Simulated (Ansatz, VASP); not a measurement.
One calculation of Rb, two programs

```
Rb
1.0
     5.02551    0.23740    0.44760
    -0.54327    9.08050   -0.48632
     3.57342    3.50579    4.33710
Rb
2
Direct
  0.25366 0.27559 0.72604
  0.62911 0.76526 0.78477
```

Alike in both runs: functional PBE; k mesh 4 × 4 × 4; occupations gaussian, width 0.1 eV; no spin polarisation.

Ansatz relaxed the structure, and its values are those at the end. VASP's run is a single point on that final structure, the one shown.

```csv
,VASP,Ansatz
version,VASP 6.6.1,Ansatz 0.2.0
potentials or method,"VASP PAW PBE potentials, release 64 (Rb_sv), cutoff 520 eV","scalar-relativistic, plane waves, PAW"
valence electrons in the cell,18,18
```

|  | VASP | Ansatz | Ansatz less VASP |
| --- | --- | --- | --- |
| gap on the k mesh at the Fermi level (eV) | none | none | - |
| pressure (GPa) | -0.1 | -0.1 | 0.00 |
| rms of the force components (eV/Å) | 0.021 | 0.021 | 0.0000 |

A gap of «none» marks a metal or a gap that the smearing closes. The functional is the same, so the differences come from potentials, cutoffs and numerics.

The k mesh is coarse, so the values compare programs but aren't converged.
